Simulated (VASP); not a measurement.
Input of a VASP 6.6.1 run:

INCAR

```
PREC = Accurate
ENCUT = 520
EDIFF = 1E-7
ISMEAR = 0
SIGMA = 0.05
LREAL = Auto
LASPH = True
NELM = 80
ALGO = Normal
ISIF = 2
LWAVE = False
LCHARG = True
GGA = PE
LELF = True
LVHAR = True
NBANDS = 72
```

Contents of KPOINTS:

```
regular mesh
0
Gamma
  3 3 3
```

Contents of POSCAR:

```
LiAl32
1.0
    8.1000000000      0.0000000000      0.0000000000
    0.0000000000      8.1000000000      0.0000000000
    0.0000000000      0.0000000000      8.1000000000
Al Li
32 1
Direct
    0.5056938272     -0.0001651852     -0.0349456790
    0.7449727160      0.2541365432     -0.0030049383
    0.7406295062     -0.0004270370      0.2492959259
   -0.0089333333     -0.0000632099     -0.0120886420
    0.2452953086      0.2405986420      0.0112019753
    0.4929740741      0.5000139506     -0.0054111111
    0.7448903704      0.7454962963     -0.0031308642
    0.3661230864      0.0004823457      0.2428696296
    0.5101093827      0.2786512346      0.2516013580
    0.7515276543      0.4996491358      0.2520056790
    0.5097281481     -0.0001300000      0.5258719753
    0.7436671605      0.2571753086      0.5073655556
    0.7505682716     -0.0002028395      0.7575428395
   -0.0010167901      0.4997214815     -0.0032751852
    0.2452556790      0.7592949383      0.0115029630
   -0.0142504938      0.2711162963      0.2513079012
    0.2462120988      0.4997311111      0.2500482716
    0.5099888889      0.7214914815      0.2514471605
   -0.0253361728      0.0008366667      0.5302218519
    0.2416159259      0.2380580247      0.4892182716
    0.4886729630      0.5001961728      0.5060581481
    0.7440614815      0.7430350617      0.5071927160
    0.2430146914     -0.0000591358      0.7473160494
    0.4902435802      0.2570097531      0.7481759259
    0.7456088889      0.4999746914      0.7524914815
   -0.0147096296      0.7272151852      0.2508250617
   -0.0012482716      0.4996972840      0.5087787654
    0.2411924691      0.7617951852      0.4889154321
   -0.0013003704      0.2558102469      0.7544301235
    0.2444432099      0.4999640741      0.7518611111
    0.4902303704      0.7429086420      0.7481303704
   -0.0013719753      0.7440767901      0.7542200000
    0.0909002469     -0.0015401235      0.2697751852
```

Potentials or basis: VASP PAW PBE potentials, release 64 (Al, Li_sv).

Run with:

```bash
$ cat potpaw_PBE.64/Al/POTCAR potpaw_PBE.64/Li_sv/POTCAR > POTCAR
$ mpirun -np 1 vasp_std > vasp.out
```

**Question.** Predict the largest force.

**Answer.** 0.284 eV/Å.

**Question.** What does it give for the band gap on the k mesh?

**Answer.** Zero (an odd number of electrons rules out a gap without spin polarisation).

Forces on the atoms (eV/Å):
```
Al   0.024  0.002  0.095
Al  -0.002 -0.001 -0.007
Al   0.031  0.006  0.034
Al  -0.057 -0.002 -0.068
Al  -0.002 -0.028  0.028
Al  -0.011 -0.002  0.005
Al   0.000  0.001 -0.006
Al   0.005 -0.012  0.091
Al   0.016 -0.001 -0.003
Al  -0.016 -0.003  0.004
Al   0.036  0.003  0.037
Al   0.021 -0.019  0.002
Al  -0.028  0.003 -0.028
Al   0.000 -0.002 -0.018
Al  -0.004  0.027  0.028
Al  -0.028  0.055 -0.017
Al   0.018  0.001  0.010
Al   0.014  0.006  0.000
Al   0.087 -0.014  0.054
Al  -0.007 -0.076 -0.041
Al   0.005 -0.003  0.003
Al   0.021  0.013  0.003
Al   0.047 -0.003  0.047
Al   0.002 -0.022  0.021
Al  -0.003 -0.001 -0.003
Al  -0.026 -0.055 -0.012
Al   0.013  0.001 -0.002
Al  -0.009  0.078 -0.039
Al   0.005 -0.001 -0.003
Al   0.013  0.001 -0.008
Al  -0.001  0.021  0.021
Al   0.008  0.008 -0.005
Li  -0.177  0.016 -0.222
```
